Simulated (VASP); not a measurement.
Here is a VASP 6.6.1 calculation.

INCAR

```
PREC = Accurate ; ENCUT = 520
EDIFF = 1E-6 ; ISMEAR = 0
SIGMA = 0.15 ; LREAL = F
LASPH = T ; NELM = 80
ALGO = Normal ; ISIF = 2
LWAVE = F ; LCHARG = F
GGA = PS ; IVDW = 12
NBANDS = 30
```

KPOINTS

```
Automatic mesh
0
Gamma
  12 12 12
```

Contents of POSCAR:

```
Ga3Se
1.0
    3.7641636717      0.0000000000      0.0000000000
    0.0000000000      3.7641636717      0.0000000000
    0.0000000000      0.0000000000      5.3225274318
Ga Se
3 1
Direct
    0.0000000000      0.5000000000      0.5000000000
    0.5000000000      0.0000000000      0.5000000000
    0.5000000000      0.5000000000      0.0000000000
    0.0000000000      0.0000000000      0.0000000000
```

Potentials or basis: VASP PAW PBE potentials, release 64 (Ga_d, Se).

Command:

```sh
$ cat potpaw_PBE.64/Ga_d/POTCAR potpaw_PBE.64/Se/POTCAR > POTCAR
$ mpirun -np 1 vasp_std > vasp.out
```

(1) Predict the dispersion energy per atom.

(2) Estimate the pressure.

(3) Predict the band gap on the k mesh.

## Answers

(1) -0.323 eV.

(2) 0.0 GPa.

(3) zero (an odd number of electrons rules out a gap without spin polarisation).

Caveat: the PAW data sets were made with another functional, which shifts forces and pressure a little.
